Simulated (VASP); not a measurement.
# Ag (Im-3m) in VASP: a series of runs

Runs on Ag. Level: PBE0. Tasks: single point.

All numbers are computed with VASP 6.6.1; they aren't measurements. Logs are shortened: lines on timing, memory, paths and dates and some standing lists are left out, and cuts for length are marked.

## 1. The cell of the first run

It takes space group Im-3m (No. 229, cubic). The conventional cell has a = 3.244 Å, b = 3.244 Å, c = 3.244 Å, α = 90.00°, β = 90.00°, γ = 90.00°. Within 3.7 Å of Ag (site symmetry m-3m) lie 14 Ag at 2.81 to 3.24 Å.

This isn't the form of Ag at room conditions, which is fcc.

## 2. Single point, PBE0

Input file POSCAR:

```
Ag
1.0
   -1.6218556592      1.6218556592      1.6218556592
    1.6218556592     -1.6218556592      1.6218556592
    1.6218556592      1.6218556592     -1.6218556592
Ag
1
Direct
    0.0000000000      0.0000000000      0.0000000000
```

Input file INCAR.step1:

```
PREC = Accurate
ENCUT = 520
EDIFF = 1E-5
ISMEAR = -1
SIGMA = 0.05
LREAL = F
LASPH = T
NELM = 100
ALGO = Normal
ISIF = 2
LWAVE = T
LCHARG = F
NBANDS = 12
GGA = PE
```

Input file INCAR.step2:

```
PREC = Accurate
ENCUT = 520
EDIFF = 1E-6
ISMEAR = -1
SIGMA = 0.05
LREAL = F
LASPH = T
NELM = 100
ALGO = Normal
ISIF = 2
LWAVE = F
LCHARG = F
GGA = PE
LHFCALC = T
AEXX = 0.25
PRECFOCK = Normal
NBANDS = 12
ISTART = 1
```

Input file KPOINTS:

```
Automatic mesh
0
Gamma
  6 6 6
```

Potentials or basis: VASP PAW PBE potentials, release 64 (Ag).

On the command line:

```
$ cat potpaw_PBE.64/Ag/POTCAR > POTCAR
$ cp INCAR.step1 INCAR
$ mpirun -np 1 vasp_std > vasp.out
$ cp INCAR.step2 INCAR
$ mpirun -np 1 vasp_std > vasp.out
```

OUTCAR:

```text
PREC = Accurate
   ENCUT = 520
   EDIFF = 1E-6
   ISMEAR = -1
   LREAL = F
   LASPH = T
   NELM = 100
   ISIF = 2
   GGA = PE
   LHFCALC = T
   AEXX = 0.25
   PRECFOCK = Normal
   ISTART = 1

 ion  position               nearest neighbor table
   1  0.000  0.000  0.000-

  LATTYP: Found a body centered cubic cell.
 ALAT       =     3.2437113184

  Lattice vectors:

 A1 = (  -1.6218556592,   1.6218556592,   1.6218556592)
 A2 = (   1.6218556592,  -1.6218556592,   1.6218556592)
 A3 = (   1.6218556592,   1.6218556592,  -1.6218556592)

Analysis of symmetry for initial positions (statically):
=====================================================================
 Subroutine PRICEL returns:
 Original cell was already a primitive cell.

 Routine SETGRP: Setting up the symmetry group for a
 body centered cubic supercell.

 Subroutine GETGRP returns: Found 48 space group operations
 (whereof 48 operations were pure point group operations)
 out of a pool of 48 trial point group operations.

The static configuration has the point symmetry O_h .

Analysis of symmetry for dynamics (positions and initial velocities):
=====================================================================
 Subroutine PRICEL returns:
 Original cell was already a primitive cell.

 Routine SETGRP: Setting up the symmetry group for a
 body centered cubic supercell.

 Subroutine GETGRP returns: Found 48 space group operations
 (whereof 48 operations were pure point group operations)
 out of a pool of 48 trial point group operations.

The dynamic configuration has the point symmetry O_h .

 Subroutine INISYM returns: Found 48 space group operations
 (whereof 48 operations are pure point group operations),
 and found     1 'primitive' translations

----------------------------------------------------------------------------------------

                                     Primitive cell

  volume of cell :      17.0646

  direct lattice vectors                    reciprocal lattice vectors
    -1.621855659  1.621855659  1.621855659     0.000000000  0.308288840  0.308288840
     1.621855659 -1.621855659  1.621855659     0.308288840  0.000000000  0.308288840
     1.621855659  1.621855659 -1.621855659     0.308288840  0.308288840  0.000000000

  length of vectors
     2.809136404  2.809136404  2.809136404     0.435986259  0.435986259  0.435986259

  position of ions in fractional coordinates (direct lattice)
     0.000000000  0.000000000  0.000000000

  ion indices of the primitive-cell ions
   primitive index   ion index
                 1           1

----------------------------------------------------------------------------------------

 KPOINTS: Automatic mesh

Automatic generation of k-mesh.
 Grid dimensions read from file:
 generate k-points for:    6    6    6

 Generating k-lattice:

  Cartesian coordinates                     Fractional coordinates (reciprocal lattice)
     0.000000000  0.051381473  0.051381473     0.166666667  0.000000000  0.000000000
     0.051381473  0.000000000  0.051381473     0.000000000  0.166666667  0.000000000
     0.051381473  0.051381473  0.000000000     0.000000000  0.000000000  0.166666667

  Length of vectors
     0.072664376  0.072664376  0.072664376

  Shift w.r.t. Gamma in fractional coordinates (k-lattice)
     0.000000000  0.000000000  0.000000000

 Subroutine IBZKPT returns following result:
 ===========================================

 Found     16 irreducible k-points:

 Following reciprocal coordinates:
            Coordinates               Weight
  0.000000  0.000000  0.000000      1.000000
  0.166667  0.000000  0.000000     12.000000
  0.333333  0.000000  0.000000     12.000000
  0.500000  0.000000  0.000000      6.000000
  0.166667  0.166667  0.000000     24.000000
  0.333333  0.166667 -0.000000     48.000000
[... 8 lines left out ...]
  0.500000  0.500000  0.333333     12.000000
  0.500000  0.500000  0.500000      1.000000
   k-points           NKPTS =     16   k-points in BZ     NKDIM =    216   number of bands    NBANDS=     12
   number of dos      NEDOS =    301   number of ions     NIONS =      1
   total plane-waves  NPLWV =  13824
   dimension x,y,z NGX =    24 NGY =   24 NGZ =   24
   dimension x,y,z NGXF=    48 NGYF=   48 NGZF=   48
   ions per type =               1
   NGX,Y,Z   is equivalent  to a cutoff of  14.20, 14.20, 14.20 a.u.
   NGXF,Y,Z  is equivalent  to a cutoff of  28.41, 28.41, 28.41 a.u.
 SYSTEM =  unknown system
   PREC   = accura    normal or accurate (medium, high low for compatibility)
   ISTART =      1    job   : 0-new  1-cont  2-samecut
   ICHARG =      0    charge: 1-file 2-atom 10-const
   ISPIN  =      1    spin polarized calculation?
   LNONCOLLINEAR =      F non collinear calculations
   LSORBIT =      F    spin-orbit coupling
   LASPH  =      T    aspherical Exc in radial PAW
   ENCUT  =  520.0 eV  38.22 Ry    6.18 a.u.   5.22  5.22  5.22*2*pi/ulx,y,z
   NELM   =    100;   NELMIN=  2; NELMDL=  0     # of ELM steps
   EDIFF  = 0.1E-05   stopping-criterion for ELM
   LREAL  =      F    real-space projection
   EDIFFG = 0.1E-04   stopping-criterion for IOM
   NSW    =      0    number of steps for IOM
   IBRION =     -1    ionic relax: 0-MD 1-quasi-New 2-CG
   NFREE  =      0    steps in history (QN), initial steepest desc. (CG)
   ISIF   =      2    stress and relaxation
   ISYM   =      3    0-nonsym 1-usesym 2-fastsym
   POTIM  = 0.5000    time-step for ionic-motion
   TEBEG  =    0.0;   TEEND  =   0.0 temperature during run
   PSTRESS=    0.0 pullay stress
   NELECT =      11.0000    total number of electrons
   NUPDOWN=      -1.0000    fix difference up-down
   EMIN   =  10.00;   EMAX   =-10.00  energy-range for DOS
   EFERMI =   0.00;   METHOD = LEGACY
   ISMEAR =    -1;   SIGMA  =   0.05  broadening in eV -4-tet -1-fermi 0-gaus
   EFERMI_NEDOS =   21; number of points for ismear=-14 and -15
   IALGO  =     38    algorithm
   IMIX   =      1    mixing-type and parameters
     AMIX     =   0.40;   BMIX     =  1.00
     AMIX_MAG =   1.60;   BMIX_MAG =  1.00
  volume/ion in A,a.u.               =      17.06       115.16
  Fermi-wavevector in a.u.,A,eV,Ry     =   1.414187  2.672426 27.210632  1.999925
  Thomas-Fermi vector in A             =   2.535755
   LORBIT       =      0    0 simple, 1 ext, 2 COOP (PROOUT), +10 PAW based schemes
   GGA     = PE    functional components
   LHFCALC =     T    Hartree Fock is set to
   PRECFOCK=normal    Normal, Fast or Accurate (Low or Medium for compatibility)
   ENCUT4O =  -1.0   cutoff for four orbital integrals eV
   NKREDX  =     1    reduce k-point grid by
   NKREDY  =     1    reduce k-point grid by
   NKREDZ  =     1    reduce k-point grid by
   AEXX    =    0.2500 exact exchange contribution
   HFSCREEN=    0.0000 screening length (either q_TF or 0.3 A-1)
   HFSCREENC=   0.0000 screening length for correlation (either q_TF or 0.3 A-1)
   ENCUTFOCK=  -1.0 apply spherical cutoff to Coloumb kernel
   IVDW    =     0    specifies the selected vdW correction
   LEPSILON=     F    determine dielectric tensor
   LRPA    =     F    only Hartree local field effects (RPA)
 non-spin polarized calculation
  energy-cutoff  :      520.00
  volume of cell :       17.06
 maximum number of plane-waves:       468
 NGX is ok and might be reduce to    24
  NGX = 16; NGY = 16; NGZ = 16

 number of electron      10.9999999 magnetization

 Free energy of the ion-electron system (eV)
  ---------------------------------------------------
  ext. energy  EPLUGINS =         0.00000000
  ---------------------------------------------------
  free energy    TOTEN  =        -2.90390037 eV

  energy without entropy =       -2.89009815  energy(sigma->0) =       -2.89699926

 E-fermi :   8.5038     XC(G=0):  -9.5545

 val. band max:        7.9179308977   @ k =   0.5000   0.0000   0.0000
 cond. band min:       8.5432178074   @ k =   0.3333   0.1667  -0.0000
 fundamental gap:      0.6252869097
 Fermi energy:         8.5037951776

 k-point     1 :       0.0000    0.0000    0.0000
  band No.  band energies     occupation
      1      -0.8404      2.00000
      2       1.5788      2.00000
      3       1.5788      2.00000
      4       1.5788      2.00000
      5       2.9606      2.00000
      6       2.9606      2.00000
      7      27.6410      0.00000
      8      27.6410      0.00000
      9      27.6410      0.00000
     10      34.1750      0.00000
     11      34.1862      0.00000
     12      34.5660      0.00000

 k-point     2 :       0.1667    0.0000    0.0000
  band No.  band energies     occupation
      1       0.0757      2.00000
      2       1.3600      2.00000
      3       1.7088      2.00000
      4       2.1323      2.00000
      5       2.7895      2.00000
      6       2.9882      2.00000
      7      24.9289      0.00000
      8      26.7958      0.00000
      9      28.2693      0.00000
     10      30.7217      0.00000
     11      30.9803      0.00000
     12      31.5684      0.00000

 k-point     3 :       0.3333    0.0000    0.0000
  band No.  band energies     occupation
      1       0.3715      2.00000
      2       0.9458      2.00000
      3       2.8219      2.00000
      4       3.0754      2.00000
      5       3.4104      2.00000
      6       4.2984      2.00000
      7      18.2502      0.00000
      8      24.0880      0.00000
      9      26.2601      0.00000
     10      29.3817      0.00000
     11      30.7857      0.00000
     12      34.6181      0.00000
[... 166 lines left out ...]
 k-point    15 :       0.5000    0.5000    0.3333
  band No.  band energies     occupation
      1       0.3852      2.00000
      2       0.5349      2.00000
      3       2.9016      2.00000
      4       3.2140      2.00000
      5       3.9537      2.00000
      6      14.1788      0.00000
      7      14.8133      0.00000
      8      18.0667      0.00000
      9      23.0074      0.00000
     10      25.4987      0.00000
     11      27.0206      0.00000
     12      36.4519      0.00000

 k-point    16 :       0.5000    0.5000    0.5000
  band No.  band energies     occupation
      1       0.0311      2.00000
      2       0.0311      2.00000
      3       3.8854      2.00000
      4       3.8854      2.00000
      5       3.8854      2.00000
      6      16.3510      0.00000
      7      16.3510      0.00000
      8      16.3510      0.00000
      9      22.9594      0.00000
     10      23.0874      0.00000
     11      23.0874      0.00000
     12      37.1402      0.00000

------------------------ aborting loop because EDIFF is reached ----------------------------------------

  FORCE on cell =-STRESS in cart. coord.  units (eV):
  Direction    XX          YY          ZZ          XY          YZ          ZX
  --------------------------------------------------------------------------------------
  -------------------------------------------------------------------------------------
  Total        0.4816820      0.4816820      0.4816820      0.0000000      0.0000000     -0.0000000
  in kB       45.2245656     45.2245656     45.2245656      0.0000000      0.0000000     -0.0000000
  external PRESSURE =      45.2245656 kB  Pullay stress =       0.0000000 kB

 VOLUME and BASIS-vectors are now :
 -----------------------------------------------------------------------------
  energy-cutoff  :      520.00
  volume of cell :       17.06
      direct lattice vectors                 reciprocal lattice vectors
    -1.621855659  1.621855659  1.621855659     0.000000000  0.308288840  0.308288840
     1.621855659 -1.621855659  1.621855659     0.308288840  0.000000000  0.308288840
     1.621855659  1.621855659 -1.621855659     0.308288840  0.308288840  0.000000000

 POSITION                                       TOTAL-FORCE (eV/Angst)
 -----------------------------------------------------------------------------------
      0.00000      0.00000      0.00000        -0.000000      0.000000     -0.000000
 -----------------------------------------------------------------------------------
    total drift:                               -0.000000     -0.000000     -0.000000

  FREE ENERGIE OF THE ION-ELECTRON SYSTEM (eV)
  ---------------------------------------------------
  free  energy   TOTEN  =        -2.9039003741 eV

  energy  without entropy=       -2.8900981468  energy(sigma->0) =       -2.89699926
```

Wall time 6.8 min (1 thread of Intel Xeon Platinum 8259CL at 2.50GHz (Skylake/Cascade Lake), shared host); peak memory 0.15 GiB.

What came out:

- Free energy: -2.9039 eV
- Pressure: 4.5 GPa
- Band gap on the k mesh: zero (an odd number of electrons rules out a gap without spin polarisation)

Levels at points of the mesh, in eV from the Fermi level:
```csv
k point,band 3,band 4,band 5,band 6,band 7,band 8
"(0.00, 0.00, 0.00)",-6.92,-6.92,-5.54,-5.54,19.14,19.14
"(0.50, 0.00, 0.00)",-5.57,-5.36,-4.34,-0.59,4.91,14.42
"(0.50, 0.50, 0.50)",-4.62,-4.62,-4.62,7.85,7.85,7.85
```

Caveat: the k points lie up to 0.46 Å⁻¹ apart, too coarse for converged energies and pressures of a metal; the PAW data sets were made with another functional, which shifts forces and pressure a little.

[end of part 1 of 2]

The gap in the log of VASP goes by the Fermi energy; the results here count the filled bands.